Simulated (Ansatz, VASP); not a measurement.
## One calculation of CoO, two programs

INCAR

```
SYSTEM = CoO
ALGO = Normal ; EDIFF = 1E-7
ENCUT = 520 ; GGA = PE
ISIF = 2 ; ISMEAR = 0
ISPIN = 2 ; LASPH = .True.
LCHARG = .False. ; LMAXMIX = 4
LORBIT = 11 ; LREAL = .False.
LWAVE = .False. ; MAGMOM = 3 0
NBANDS = 18 ; NELM = 150
PREC = Accurate ; SIGMA = 0.05
```

KPOINTS

```
k-points
0
Gamma
  14 14 14
  0 0 0
```

POSCAR

```
CoO
1.0
   -1.5080000000      1.5080000000      2.1072475377
    1.5080000000     -1.5080000000      2.1072475377
    1.5080000000      1.5080000000     -2.1072475377
Co O
1 1
Direct
    0.0000000000      0.0000000000      0.0000000000
    0.5000000000      0.5000000000      0.0000000000
```

Input for Ansatz:

```yaml
crystal:
  lattice:
    - [-1.508, 1.508, 2.1072475377]
    - [1.508, -1.508, 2.1072475377]
    - [1.508, 1.508, -2.1072475377]
  atoms:
    - { symbol: Co, position: [0.0, 0.0, 0.0], spin: 3.0 }
    - { symbol: O, position: [0.5, 0.5, 0.0] }
magnetization:
  spin_polarized: true
basis:
  ecutwfc: 420
  fft_grid_basis: typed
kpoints:
  mp_grid: { grid: [14, 14, 14] }
hamiltonian:
  xc: pbe
scf:
  occupations: { method: gaussian, width: 0.05 }
output:
  forces: true
  stress: true
  eigenvalues: true
  bader: true
  write_density: true
  volumetric_format: npy
  populations: true
  elf: true
```

Alike in both runs: task single point; functional PBE; k mesh 14 × 14 × 14; occupations gaussian, width 0.05 eV; collinear spin.

|  | VASP | Ansatz |
| --- | --- | --- |
| version | VASP 6.6.1 | Ansatz 0.2.0 |
| potentials or method | VASP PAW PBE potentials, release 64 (Co, O), cutoff 520 eV | scalar-relativistic, plane waves, PAW |
| valence electrons in the cell | 15 | 23 |

|  | VASP | Ansatz | Ansatz less VASP |
| --- | --- | --- | --- |
| gap on the k mesh at the Fermi level (eV) | none | none | - |
| pressure (GPa) | -0.5 | 0.1 | +0.60 |
| traceless stress, the component that is largest in VASP (GPa) | 0.06 | 0.10 | +0.046 |
| net moment per atom (μB) | 1.46 | 1.47 | +0.016 |
| size of the moment on the site where the two differ most (μB) | 2.56 | 2.50 | -0.066 |

Site moments also hang on the region over which each program counts them. A gap of «none» marks a metal or a gap that the smearing closes. The functional is the same, so the differences come from potentials, cutoffs and numerics. VASP's potentials hold 15 valence electrons a cell and Ansatz's 23, so a difference there can come from the potentials and not from the codes.
